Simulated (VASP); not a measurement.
# Cu2Au (Pnma) in VASP: single point with r2SCAN

Aim: the single point of Cu2Au with r2SCAN.

Program: VASP 6.6.1. These are calculated values, not measurements. Logs are shortened: lines on timing, memory, paths and dates and some standing lists are left out, and cuts for length are marked.

## 1. The cell of the first run

Symmetry: Pnma, No. 62, orthorhombic system. Conventional cell: a = 5.818 Å, b = 4.301 Å, c = 7.856 Å, α = 90.00°, β = 90.00°, γ = 90.00°. Within 3.4 Å of Cu (site symmetry m) lie 5 Au at 2.58 to 3.07 Å and 8 Cu at 2.87 to 3.27 Å. Within 3.6 Å of Cu (site symmetry m) lie 6 Au at 2.77 to 3.48 Å and 8 Cu at 2.87 to 3.06 Å. Within 3.5 Å of Au (site symmetry m) lie 11 Cu at 2.58 to 3.48 Å.

## 2. Single point, r2SCAN

Contents of POSCAR:

```
Cu2Au
1.0
    5.8176448500      0.0000000000      0.0000000000
    0.0000000000      4.3009085500      0.0000000000
    0.0000000000      0.0000000000      7.8558197300
Cu Au
8 4
Direct
    0.8110000000      0.2500000000      0.0710000000
    0.6890000000      0.7500000000      0.5710000000
    0.3110000000      0.2500000000      0.4290000000
    0.1890000000      0.7500000000      0.9290000000
    0.4680000000      0.2500000000      0.7750000000
    0.0320000000      0.7500000000      0.2750000000
    0.9680000000      0.2500000000      0.7250000000
    0.5320000000      0.7500000000      0.2250000000
    0.2840000000      0.2500000000      0.1010000000
    0.2160000000      0.7500000000      0.6010000000
    0.7840000000      0.2500000000      0.3990000000
    0.7160000000      0.7500000000      0.8990000000
```

Contents of INCAR.step1:

```
SYSTEM = Cu2Au
PREC = Accurate
ENCUT = 520
ISMEAR = -1
SIGMA = 0.0104
LREAL = .FALSE.
LASPH = .TRUE.
NELM = 100
NBANDS = 78
GGA = PE
ALGO = Normal
EDIFF = 1E-4
LWAVE = .TRUE.
LCHARG = .FALSE.
```

Contents of INCAR.step2:

```
SYSTEM = Cu2Au
PREC = Accurate
ENCUT = 520
EDIFF = 1E-6
ISMEAR = -1
SIGMA = 0.0104
LREAL = .FALSE.
LASPH = .TRUE.
NELM = 100
ALGO = Normal
ISIF = 2
LWAVE = .FALSE.
LCHARG = .TRUE.
METAGGA = R2SCAN
LMIXTAU = .TRUE.
LELF = .TRUE.
LVHAR = .TRUE.
NBANDS = 78
ISTART = 1
```

Contents of KPOINTS:

```
Automatic mesh
0
G
  5 6 4
  0 0 0
```

Potentials or basis: VASP PAW PBE potentials, release 64 (Cu, Au).

Command:

```bash
> cat potpaw_PBE.64/Cu/POTCAR potpaw_PBE.64/Au/POTCAR > POTCAR
> cp INCAR.step1 INCAR
> mpirun -np 1 vasp_std > vasp.out
> cp INCAR.step2 INCAR
> mpirun -np 1 vasp_std > vasp.out
```

OUTCAR:

```text
SYSTEM = Cu2Au
   PREC = Accurate
   ENCUT = 520
   EDIFF = 1E-6
   ISMEAR = -1
   LREAL = .FALSE.
   LASPH = .TRUE.
   NELM = 100
   ISIF = 2
   METAGGA = R2SCAN
   ISTART = 1

 ion  position               nearest neighbor table
   1  0.811  0.250  0.071-  11 2.58  12 2.60  12 2.60   9 2.76   9 3.07
   2  0.689  0.750  0.571-  12 2.58  11 2.60  11 2.60  10 2.76  10 3.07
   3  0.311  0.250  0.429-   9 2.58  10 2.60  10 2.60  11 2.76  11 3.07
   4  0.189  0.750  0.929-  10 2.58   9 2.60   9 2.60  12 2.76  12 3.07
   5  0.468  0.250  0.775-  12 2.77  12 2.77   9 2.78  10 2.94  10 2.94
   6  0.032  0.750  0.275-  11 2.77  11 2.77  10 2.78   9 2.94   9 2.94
   7  0.968  0.250  0.725-  10 2.77  10 2.77  11 2.78  12 2.94  12 2.94
   8  0.532  0.750  0.225-   9 2.77   9 2.77  12 2.78  11 2.94  11 2.94
   9  0.284  0.250  0.101-   3 2.58   4 2.60   4 2.60   1 2.76   8 2.77   8 2.77   5 2.78   6 2.94
                             6 2.94   1 3.07
  10  0.216  0.750  0.601-   4 2.58   3 2.60   3 2.60   2 2.76   7 2.77   7 2.77   6 2.78   5 2.94
                             5 2.94   2 3.07
  11  0.784  0.250  0.399-   1 2.58   2 2.60   2 2.60   3 2.76   6 2.77   6 2.77   7 2.78   8 2.94
                             8 2.94   3 3.07
  12  0.716  0.750  0.899-   2 2.58   1 2.60   1 2.60   4 2.76   5 2.77   5 2.77   8 2.78   7 2.94
                             7 2.94   4 3.07

  LATTYP: Found a simple orthorhombic cell.
 ALAT       =     4.3009085500
 B/A-ratio  =     1.3526548594
 C/A-ratio  =     1.8265488881

  Lattice vectors:

 A1 = (   0.0000000000,  -4.3009085500,   0.0000000000)
 A2 = (   5.8176448500,   0.0000000000,   0.0000000000)
 A3 = (   0.0000000000,   0.0000000000,   7.8558197300)

Analysis of symmetry for initial positions (statically):
=====================================================================
 Subroutine PRICEL returns:
 Original cell was already a primitive cell.

 Routine SETGRP: Setting up the symmetry group for a
 simple orthorhombic supercell.

 Subroutine GETGRP returns: Found  8 space group operations
 (whereof  2 operations were pure point group operations)
 out of a pool of  8 trial point group operations.

The static configuration has the point symmetry S_2 .
 The point group associated with its full space group is D_2h.

Analysis of symmetry for dynamics (positions and initial velocities):
=====================================================================
[... 136 lines left out ...]
   NFREE  =      0    steps in history (QN), initial steepest desc. (CG)
   ISIF   =      2    stress and relaxation
   ISYM   =      2    0-nonsym 1-usesym 2-fastsym
   POTIM  = 0.5000    time-step for ionic-motion
   TEBEG  =    0.0;   TEEND  =   0.0 temperature during run
   PSTRESS=    0.0 pullay stress
   NELECT =     132.0000    total number of electrons
   NUPDOWN=      -1.0000    fix difference up-down
   EMIN   =  10.00;   EMAX   =-10.00  energy-range for DOS
   EFERMI =   0.00;   METHOD = LEGACY
   ISMEAR =    -1;   SIGMA  =   0.01  broadening in eV -4-tet -1-fermi 0-gaus
   EFERMI_NEDOS =   21; number of points for ismear=-14 and -15
   IALGO  =     38    algorithm
   IMIX   =      4    mixing-type and parameters
     AMIX     =   0.40;   BMIX     =  1.00
     AMIX_MAG =   1.60;   BMIX_MAG =  1.00
  volume/ion in A,a.u.               =      16.38       110.54
  Fermi-wavevector in a.u.,A,eV,Ry     =   1.433617  2.709143 27.963482  2.055258
  Thomas-Fermi vector in A             =   2.553116
   LORBIT       =      0    0 simple, 1 ext, 2 COOP (PROOUT), +10 PAW based schemes
   METAGGA = R2SCAN    functional components
   LHFCALC =     F    Hartree Fock is set to
   AEXX    =    0.0000 exact exchange contribution
   IVDW    =     0    specifies the selected vdW correction
   LEPSILON=     F    determine dielectric tensor
   LRPA    =     F    only Hartree local field effects (RPA)
 non-spin polarized calculation
  energy-cutoff  :      520.00
  volume of cell :      196.56
 maximum number of plane-waves:      5320
 NGX is ok and might be reduce to    48
   NGX = 21   NGY = 15   NGZ = 29

 number of electron     132.0000008 magnetization

 Free energy of the ion-electron system (eV)
  ---------------------------------------------------
  ext. energy  EPLUGINS =         0.00000000
  ---------------------------------------------------
  free energy    TOTEN  =      -286.78962088 eV

  energy without entropy =     -286.78883855  energy(sigma->0) =     -286.78922972

 E-fermi :   5.8830     XC(G=0): -12.3700

 val. band max:        5.8578325975   @ k =   0.0000   0.1667   0.5000
 cond. band min:       5.9397117748   @ k =   0.0000   0.0000   0.2500
 fundamental gap:      0.0818791773
 Fermi energy:         5.8830383703

 k-point     1 :       0.0000    0.0000    0.0000
  band No.  band energies     occupation
      1      -2.4260      2.00000
      2      -0.1460      2.00000
      3       0.0490      2.00000
      4       0.1724      2.00000
      5       0.5733      2.00000
      6       0.7558      2.00000
[... 1933 lines left out ...]
     77      12.0525      0.00000
     78      12.0525      0.00000

 [... further k-points ...]
[... 5 lines left out ...]
  --------------------------------------------------------------------------------------
  -------------------------------------------------------------------------------------
  Total      -20.0169071    -15.8822225    -15.0025673      0.0000000      0.0000000      0.0000000
  in kB     -163.1580980   -129.4562240   -122.2861422      0.0000000      0.0000000      0.0000000
  external PRESSURE =    -138.3001548 kB  Pullay stress =       0.0000000 kB

 VOLUME and BASIS-vectors are now :
 -----------------------------------------------------------------------------
  energy-cutoff  :      520.00
  volume of cell :      196.56
      direct lattice vectors                 reciprocal lattice vectors
     5.817644850  0.000000000  0.000000000     0.171890864  0.000000000  0.000000000
     0.000000000  4.300908550  0.000000000     0.000000000  0.232509013  0.000000000
     0.000000000  0.000000000  7.855819730     0.000000000  0.000000000  0.127294163

 POSITION                                       TOTAL-FORCE (eV/Angst)
 -----------------------------------------------------------------------------------
      4.71811      1.07523      0.55776         0.100278      0.000000     -0.088424
      4.00836      3.22568      4.48567        -0.100278     -0.000000     -0.088424
      1.80929      1.07523      3.37015         0.100278     -0.000000      0.088424
      1.09953      3.22568      7.29806        -0.100278     -0.000000      0.088424
      2.72266      1.07523      6.08826        -0.084664     -0.000000     -0.203359
      0.18616      3.22568      2.16035         0.084664      0.000000     -0.203359
      5.63148      1.07523      5.69547        -0.084664      0.000000      0.203359
      3.09499      3.22568      1.76756         0.084664     -0.000000      0.203359
      1.65221      1.07523      0.79344        -0.008494      0.000000      0.067671
      1.25661      3.22568      4.72135         0.008494     -0.000000      0.067671
      4.56103      1.07523      3.13447        -0.008494      0.000000     -0.067671
      4.16543      3.22568      7.06238         0.008494     -0.000000     -0.067671
 -----------------------------------------------------------------------------------
    total drift:                                0.000000      0.000000     -0.000000

  FREE ENERGIE OF THE ION-ELECTRON SYSTEM (eV)
  ---------------------------------------------------
  free  energy   TOTEN  =      -286.7896208837 eV

  energy  without entropy=     -286.7888385489  energy(sigma->0) =     -286.78922972
```

OSZICAR.step1:

```text
N       E                     dE             d eps       ncg     rms          rms(c)
DAV:   1     0.145937698816E+04    0.14594E+04   -0.56742E+04  5616   0.251E+03
DAV:   2     0.232052977105E+03   -0.12273E+04   -0.11702E+04  5622   0.576E+02
DAV:   3    -0.216330300063E+02   -0.25369E+03   -0.22825E+03  6036   0.263E+02
DAV:   4    -0.469189861109E+02   -0.25286E+02   -0.24336E+02  8618   0.940E+01
DAV:   5    -0.474229929234E+02   -0.50401E+00   -0.50296E+00  8342   0.163E+01    0.224E+01
DAV:   6    -0.456658579689E+02    0.17571E+01   -0.78011E+01  7086   0.122E+02    0.146E+01
DAV:   7    -0.409808258671E+02    0.46850E+01   -0.20028E+01  6590   0.105E+02    0.600E+00
DAV:   8    -0.412678698342E+02   -0.28704E+00   -0.33437E+00  7514   0.856E+00    0.533E+00
DAV:   9    -0.419568400992E+02   -0.68897E+00   -0.52396E+00  8662   0.423E+01    0.731E+00
DAV:  10    -0.411451626729E+02    0.81168E+00   -0.17026E+00  7842   0.362E+01    0.275E+00
DAV:  11    -0.411353003580E+02    0.98623E-02   -0.79586E-01  8610   0.918E+00    0.316E-01
DAV:  12    -0.411393397134E+02   -0.40394E-02   -0.42222E-02  7550   0.191E+00    0.116E-01
DAV:  13    -0.411392440569E+02    0.95657E-04   -0.80760E-04  6720   0.507E-01
   1 F= -.41139244E+02 E0= -.41138855E+02  d E =-.777642E-03
```

Wall time 67 min (1 thread of Oxide Virtual Turin-like, shared host); peak memory 0.56 GiB.

What came out:

```yaml
Free_energy: -286.7896 eV
Pressure: -13.8 GPa
Largest_force: 0.220 eV/Å
Band_gap_on_the_k_mesh: zero (bands 66 and 67 overlap by 1.66 eV)
```

Forces on the atoms (eV/Å):
```
Cu   0.100  0.000 -0.088
Cu  -0.100  0.000 -0.088
Cu   0.100  0.000  0.088
Cu  -0.100  0.000  0.088
Cu  -0.085  0.000 -0.203
Cu   0.085  0.000 -0.203
Cu  -0.085  0.000  0.203
Cu   0.085  0.000  0.203
Au  -0.008  0.000  0.068
Au   0.008  0.000  0.068
Au  -0.008  0.000 -0.068
Au   0.008  0.000 -0.068
```

Caveat: the cell stands under tension; the PAW data sets were made with another functional, which shifts forces and pressure a little; spin-orbit coupling is left out, which moves the levels of the heavy elements.

The gap in the log of VASP goes by the Fermi energy; the results here count the filled bands.